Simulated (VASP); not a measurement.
Set up this calculation in VASP 6.6.1, as the native input.

```yaml
Task: single point
Functional: r2SCAN
Dispersion: rVV10
Potentials_or_basis: VASP PAW PBE potentials, release 64 (Mo_sv, S)
Cutoff: 550 eV
k_mesh: 8 × 8 × 8
Occupations: fermi-dirac, width 0.03 eV
Spin: no spin polarisation
Dipole_correction: no
Further_INCAR_settings: ALGO = Normal; EDIFF = 1e-06; NBANDS = 20
```

MoS2:

```
Mo S
1.0
     0.00000    2.92438    2.92438
     2.92438    0.00000    2.92438
     2.92438    2.92438    0.00000
Mo S
1 2
Direct
  0.00000 0.00000 0.00000
  0.75000 0.75000 0.75000
  0.25000 0.25000 0.25000
```

One way to write it, as run:

POSCAR

```
MoS2
1.0
    0.0000000000      2.9243830910      2.9243830910
    2.9243830910      0.0000000000      2.9243830910
    2.9243830910      2.9243830910      0.0000000000
Mo S
1 2
Direct
    0.0000000000      0.0000000000      0.0000000000
    0.7500000000      0.7500000000      0.7500000000
    0.2500000000      0.2500000000      0.2500000000
```

INCAR.step1

```
  ALGO = Normal
  EDIFF = 1E-5
  ENCUT = 550
  GGA = PE
  GGA_COMPAT = F
  ISMEAR = -1
  LASPH = T
  LCHARG = F
  LREAL = F
  LWAVE = T
  NBANDS = 20
  NELM = 120
  PREC = Accurate
  SIGMA = 0.03
```

INCAR.step2

```
  ALGO = Normal
  BPARAM = 11.95
  CPARAM = 0.0093
  EDIFF = 1E-6
  ENCUT = 550
  GGA_COMPAT = F
  ISIF = 2
  ISMEAR = -1
  ISTART = 1
  IVDW_NL = 2
  LASPH = T
  LCHARG = F
  LMIXTAU = T
  LREAL = F
  LUSE_VDW = T
  LWAVE = F
  METAGGA = R2SCAN
  NBANDS = 20
  NELM = 120
  PREC = Accurate
  SIGMA = 0.03
```

KPOINTS

```
k-points
0
Gamma
  8 8 8
```

Potentials or basis: VASP PAW PBE potentials, release 64 (Mo_sv, S).

Command:

```console
$ cat potpaw_PBE.64/Mo_sv/POTCAR potpaw_PBE.64/S/POTCAR > POTCAR
$ cp INCAR.step1 INCAR
$ mpirun -np 1 vasp_std > vasp.out
$ cp INCAR.step2 INCAR
$ mpirun -np 1 vasp_std > vasp.out
```

It gave:

```
Pressure               : 0.2 GPa
Band gap on the k mesh : zero (band 13 reaches 8.90 eV, above the bottom of band 14 at 7.82 eV)
```

Caveat: the PAW data sets were made with another functional, which shifts forces and pressure a little.

It took 3.5 min on 1 thread of Intel Xeon 8259CL (shared host), peak memory 0.33 GiB.
